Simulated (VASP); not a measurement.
Set up this calculation in VASP 6.6.1, as the native input.

```
Task                   : single point
Functional             : LDA
Potentials or basis    : VASP PAW LDA potentials, release 64 (Ga_d, Sb)
Cutoff                 : 500 eV
k mesh                 : 8 × 8 × 8
Occupations            : fermi-dirac, width 0.02 eV
Spin                   : no spin polarisation
Dipole correction      : no
Further INCAR settings : ALGO = Normal; EDIFF = 1e-06; NBANDS = 16
```

The structure of GaSb lies in POSCAR:

```
GaSb
1.0
    0.0000000000      2.8731179453      2.8731179453
    2.8731179453      0.0000000000      2.8731179453
    2.8731179453      2.8731179453      0.0000000000
Ga Sb
1 1
Direct
    0.0000000000      0.0000000000      0.0000000000
    0.5000000000      0.5000000000      0.5000000000
```

One way to write it, as run:

INCAR

```
SYSTEM = GaSb
ALGO     = Normal         ! electronic algorithm
EDIFF    = 1E-6           ! SCF threshold, eV
ENCUT    = 500            ! plane-wave cutoff, eV
GGA      = CA             ! functional
GGA_COMPAT= .FALSE.      
ISIF     = 2              ! what is computed and relaxed
ISMEAR   = -1             ! smearing method
LASPH    = .TRUE.         ! aspherical terms in the spheres
LCHARG   = .FALSE.        ! write CHGCAR
LREAL    = .FALSE.        ! projectors in reciprocal space
LWAVE    = .FALSE.        ! write WAVECAR
NBANDS   = 16             ! bands
NELM     = 120            ! most SCF steps
PREC     = Accurate       ! precision mode
SIGMA    = 0.02           ! smearing width, eV
```

KPOINTS

```
k-points
0
G
  8 8 8
  0 0 0
```

Potentials or basis: VASP PAW LDA potentials, release 64 (Ga_d, Sb).

Launch:

```console
$ cat potpaw_LDA.64/Ga_d/POTCAR potpaw_LDA.64/Sb/POTCAR > POTCAR
$ mpirun -np 1 vasp_std > vasp.out
```

It gave:

```json
{
  "Pressure": "-2.9 GPa",
  "Band gap on the k mesh": "zero (bands 9 and 10 overlap by 3.23 eV)"
}
```

Caveat: the structure was generated, so it needn't be the stable form of GaSb; spin-orbit coupling is left out, which moves the levels of the heavy elements.

Wall time 15 s on 1 thread of Intel(R) Xeon(R) Platinum 8375C CPU @ 2.90GHz (Ice Lake), on a shared host, peak memory 0.16 GiB.
